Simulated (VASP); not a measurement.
# Al4Ag (Im-3m) in VASP: density of states with PBE

Aim: the density of states of Al4Ag with PBE.

All numbers are computed with VASP 6.6.1; they aren't measurements. Logs are shortened: lines on timing, memory, paths and dates and some standing lists are left out, and cuts for length are marked.

### Step 1. The cell of the first run

It takes space group Im-3m (No. 229, cubic). The conventional cell has a = 5.935 Å, b = 5.935 Å, c = 5.935 Å, α = 90.00°, β = 90.00°, γ = 90.00°. Al (site symmetry -3m) has 2 Ag at 2.57 Å and 6 Al at 2.97 Å within 3.4 Å. Ag (site symmetry m-3m) has 8 Al at 2.57 Å within 3.4 Å.

### Step 2. Density of states, PBE

Contents of POSCAR:

```
Al4Ag
1.0
   -2.9673164730      2.9673164730      2.9673164730
    2.9673164730     -2.9673164730      2.9673164730
    2.9673164730      2.9673164730     -2.9673164730
Al Ag
4 1
Direct
    0.0000000000      0.0000000000      0.5000000000
    0.5000000000      0.0000000000      0.0000000000
    0.5000000000      0.5000000000      0.5000000000
    0.0000000000      0.5000000000      0.0000000000
    0.0000000000      0.0000000000      0.0000000000
```

Contents of INCAR.step1:

```
  ALGO = Normal
  EDIFF = 1E-6
  ENCUT = 520
  GGA = PE
  ISIF = 2
  ISMEAR = 0
  LASPH = T
  LCHARG = T
  LMAXMIX = 4
  LREAL = F
  LWAVE = F
  NBANDS = 20
  NELM = 100
  PREC = Accurate
  SIGMA = 0.1
```

Contents of KPOINTS.step1:

```
k-points
0
Gamma
  10 10 10
```

Contents of INCAR.step2:

```
  ALGO = Normal
  EDIFF = 1E-6
  ENCUT = 520
  GGA = PE
  ICHARG = 11
  ISIF = 2
  ISMEAR = -5
  LASPH = T
  LCHARG = F
  LMAXMIX = 4
  LORBIT = 10
  LREAL = F
  LWAVE = F
  NBANDS = 20
  NEDOS = 1001
  NELM = 100
  PREC = Accurate
  SIGMA = 0.1
```

Contents of KPOINTS.step2:

```
k-points
0
Gamma
  15 15 15
```

Potentials or basis: VASP PAW PBE potentials, release 64 (Al, Ag).

Started as:

```
$ cat potpaw_PBE.64/Al/POTCAR potpaw_PBE.64/Ag/POTCAR > POTCAR
$ cp INCAR.step1 INCAR
$ cp KPOINTS.step1 KPOINTS
$ mpirun -np 1 vasp_std > vasp.out
$ cp INCAR.step2 INCAR
$ cp KPOINTS.step2 KPOINTS
$ mpirun -np 1 vasp_std > vasp.out
```

OUTCAR:

```text
EDIFF = 1E-6
   ENCUT = 520
   GGA = PE
   ICHARG = 11
   ISIF = 2
   ISMEAR = -5
   LASPH = T
   LORBIT = 10
   LREAL = F
   NELM = 100
   PREC = Accurate

 ion  position               nearest neighbor table
   1  0.000  0.000  0.500-   5 2.57   5 2.57   4 2.97   2 2.97   3 2.97   4 2.97   2 2.97   3 2.97

   2  0.500  0.000  0.000-   5 2.57   5 2.57   4 2.97   1 2.97   3 2.97   3 2.97   1 2.97   4 2.97

   3  0.500  0.500  0.500-   5 2.57   5 2.57   4 2.97   1 2.97   2 2.97   4 2.97   1 2.97   2 2.97

   4  0.000  0.500  0.000-   5 2.57   5 2.57   3 2.97   1 2.97   2 2.97   1 2.97   3 2.97   2 2.97

   5  0.000  0.000  0.000-   1 2.57   2 2.57   3 2.57   4 2.57   1 2.57   4 2.57   2 2.57   3 2.57

  LATTYP: Found a body centered cubic cell.
 ALAT       =     5.9346329460

  Lattice vectors:

 A1 = (  -2.9673164730,   2.9673164730,   2.9673164730)
 A2 = (   2.9673164730,  -2.9673164730,   2.9673164730)
 A3 = (   2.9673164730,   2.9673164730,  -2.9673164730)

Analysis of symmetry for initial positions (statically):
=====================================================================
 Subroutine PRICEL returns:
 Original cell was already a primitive cell.

 Routine SETGRP: Setting up the symmetry group for a
 body centered cubic supercell.

 Subroutine GETGRP returns: Found 48 space group operations
 (whereof 48 operations were pure point group operations)
 out of a pool of 48 trial point group operations.

The static configuration has the point symmetry O_h .

Analysis of symmetry for dynamics (positions and initial velocities):
=====================================================================
 Subroutine PRICEL returns:
 Original cell was already a primitive cell.

 Routine SETGRP: Setting up the symmetry group for a
 body centered cubic supercell.

 Subroutine GETGRP returns: Found 48 space group operations
 (whereof 48 operations were pure point group operations)
 out of a pool of 48 trial point group operations.

The dynamic configuration has the point symmetry O_h .

 Subroutine INISYM returns: Found 48 space group operations
 (whereof 48 operations are pure point group operations),
 and found     1 'primitive' translations

----------------------------------------------------------------------------------------
[... 102 lines left out ...]
   LREAL  =      F    real-space projection
   EDIFFG = 0.1E-04   stopping-criterion for IOM
   NSW    =      0    number of steps for IOM
   IBRION =     -1    ionic relax: 0-MD 1-quasi-New 2-CG
   NFREE  =      0    steps in history (QN), initial steepest desc. (CG)
   ISIF   =      2    stress and relaxation
   ISYM   =      2    0-nonsym 1-usesym 2-fastsym
   POTIM  = 0.5000    time-step for ionic-motion
   TEBEG  =    0.0;   TEEND  =   0.0 temperature during run
   PSTRESS=    0.0 pullay stress
   NELECT =      23.0000    total number of electrons
   NUPDOWN=      -1.0000    fix difference up-down
   EMIN   =  10.00;   EMAX   =-10.00  energy-range for DOS
   EFERMI =   0.00;   METHOD = LEGACY
   ISMEAR =    -5;   SIGMA  =   0.10  broadening in eV -4-tet -1-fermi 0-gaus
   EFERMI_NEDOS =   21; number of points for ismear=-14 and -15
   IALGO  =     38    algorithm
   IMIX   =      4    mixing-type and parameters
     AMIX     =   0.40;   BMIX     =  1.00
     AMIX_MAG =   1.60;   BMIX_MAG =  1.00
  volume/ion in A,a.u.               =      20.90       141.05
  Fermi-wavevector in a.u.,A,eV,Ry     =   0.988402  1.867809 13.292053  0.976938
  Thomas-Fermi vector in A             =   2.119926
   LORBIT       =     10    0 simple, 1 ext, 2 COOP (PROOUT), +10 PAW based schemes
   GGA     = PE    functional components
   LHFCALC =     F    Hartree Fock is set to
   AEXX    =    0.0000 exact exchange contribution
   IVDW    =     0    specifies the selected vdW correction
   LEPSILON=     F    determine dielectric tensor
   LRPA    =     F    only Hartree local field effects (RPA)
 non-spin polarized calculation
 Fermi weights with tetrahedron method with Bloechl corrections
  energy-cutoff  :      520.00
  volume of cell :      104.51
 maximum number of plane-waves:      2844

 number of electron      23.0000003 magnetization

 Free energy of the ion-electron system (eV)
  ---------------------------------------------------
  ext. energy  EPLUGINS =         0.00000000
  ---------------------------------------------------
  free energy    TOTEN  =       -15.99786536 eV

  energy without entropy =      -15.99786536  energy(sigma->0) =      -15.99786536

 E-fermi :   5.8190     XC(G=0):  -9.5648

 val. band max:        6.0301064768   @ k =  -0.2667   0.2667   0.2667
 cond. band min:       5.6975502922   @ k =  -0.4667   0.4667   0.2000
 fundamental gap:     -0.3325561846
 Fermi energy:         5.8190107189

 k-point     1 :       0.0000    0.0000    0.0000
  band No.  band energies     occupation
      1      -3.5598      2.00000
      2      -1.1672      2.00000
      3      -1.1672      2.00000
      4      -1.1672      2.00000
      5      -0.4390      2.00000
      6      -0.4390      2.00000
[... 541 lines left out ...]
     19      11.4881      0.00000
     20      12.2852      0.00000

 [... further k-points ...]
[... 5 lines left out ...]
  --------------------------------------------------------------------------------------
  -------------------------------------------------------------------------------------
  Total       -0.0664028     -0.0664028     -0.0664028      0.0000000     -0.0000000     -0.0000000
  in kB       -1.0179937     -1.0179937     -1.0179937      0.0000000     -0.0000000     -0.0000000
  external PRESSURE =      -1.0179937 kB  Pullay stress =       0.0000000 kB

 VOLUME and BASIS-vectors are now :
 -----------------------------------------------------------------------------
  energy-cutoff  :      520.00
  volume of cell :      104.51
      direct lattice vectors                 reciprocal lattice vectors
    -2.967316473  2.967316473  2.967316473     0.000000000  0.168502418  0.168502418
     2.967316473 -2.967316473  2.967316473     0.168502418  0.000000000  0.168502418
     2.967316473  2.967316473 -2.967316473     0.168502418  0.168502418  0.000000000

 POSITION                                       TOTAL-FORCE (eV/Angst)
 -----------------------------------------------------------------------------------
      1.48366      1.48366     -1.48366        -0.000000      0.000000      0.000000
     -1.48366      1.48366      1.48366         0.000000      0.000000      0.000000
      1.48366      1.48366      1.48366         0.000000     -0.000000     -0.000000
      1.48366     -1.48366      1.48366        -0.000000      0.000000     -0.000000
      0.00000      0.00000      0.00000         0.000000     -0.000000      0.000000
 -----------------------------------------------------------------------------------
    total drift:                                0.000000      0.000000     -0.000000

  FREE ENERGIE OF THE ION-ELECTRON SYSTEM (eV)
  ---------------------------------------------------
  free  energy   TOTEN  =       -15.9978653574 eV

  energy  without entropy=      -15.9978653574  energy(sigma->0) =      -15.99786536

 total charge

# of ion       s       p       d       tot
------------------------------------------
    1        0.439   0.313   0.000   0.752
    2        0.439   0.313   0.000   0.752
    3        0.439   0.313   0.000   0.752
    4        0.439   0.313   0.000   0.752
    5        0.561   0.603   9.052  10.217
--------------------------------------------------
tot          2.316   1.855   9.052  13.223
```

OUTCAR.step1:

```text
EDIFF = 1E-6
   ENCUT = 520
   GGA = PE
   ISIF = 2
[... 790 lines left out ...]
     -1.48366      1.48366      1.48366        -0.000000     -0.000000     -0.000000
      1.48366      1.48366      1.48366         0.000000     -0.000000      0.000000
      1.48366     -1.48366      1.48366         0.000000      0.000000     -0.000000
      0.00000      0.00000      0.00000         0.000000     -0.000000     -0.000000
 -----------------------------------------------------------------------------------
    total drift:                               -0.000000      0.000000      0.000000

  FREE ENERGIE OF THE ION-ELECTRON SYSTEM (eV)
  ---------------------------------------------------
  free  energy   TOTEN  =       -16.0004031542 eV

  energy  without entropy=      -15.9882460014  energy(sigma->0) =      -15.99432458
```

OSZICAR.step1:

```text
N       E                     dE             d eps       ncg     rms          rms(c)
DAV:   1     0.679836425742E+02    0.67984E+02   -0.87521E+03  1880   0.919E+02
DAV:   2    -0.144351869688E+02   -0.82419E+02   -0.78581E+02  2096   0.168E+02
DAV:   3    -0.171244002435E+02   -0.26892E+01   -0.26550E+01  2392   0.285E+01
DAV:   4    -0.171504006926E+02   -0.26000E-01   -0.25993E-01  2196   0.302E+00
DAV:   5    -0.171508981388E+02   -0.49745E-03   -0.49744E-03  2248   0.454E-01    0.909E+00
DAV:   6    -0.161688990641E+02    0.98200E+00   -0.70747E+00  2076   0.293E+01    0.734E+00
DAV:   7    -0.160372269654E+02    0.13167E+00   -0.69426E-01  1992   0.876E+00    0.305E+00
DAV:   8    -0.160057296490E+02    0.31497E-01   -0.91335E-02  2112   0.193E+00    0.527E-01
DAV:   9    -0.160004728609E+02    0.52568E-02   -0.19514E-02  2104   0.154E+00    0.193E-01
DAV:  10    -0.160004053030E+02    0.67558E-04   -0.13940E-03  2232   0.215E-01    0.682E-02
DAV:  11    -0.160004059330E+02   -0.63008E-06   -0.66545E-05  2472   0.679E-02    0.281E-02
DAV:  12    -0.160004036327E+02    0.23003E-05   -0.10110E-05  2080   0.239E-02    0.311E-03
DAV:  13    -0.160004031542E+02    0.47858E-06   -0.17135E-06  1236   0.119E-02
   1 F= -.16000403E+02 E0= -.15994325E+02  d E =-.121572E-01
```

Wall time 80 s (1 thread of Intel Xeon 6975P-C (Granite Rapids), shared host); peak memory 0.38 GiB.

Results:

```
Valence electrons inside the program's atomic spheres : Al 0.75; Ag 10.22
```

Caveat: tetrahedron occupations give inexact forces and stress in metals.
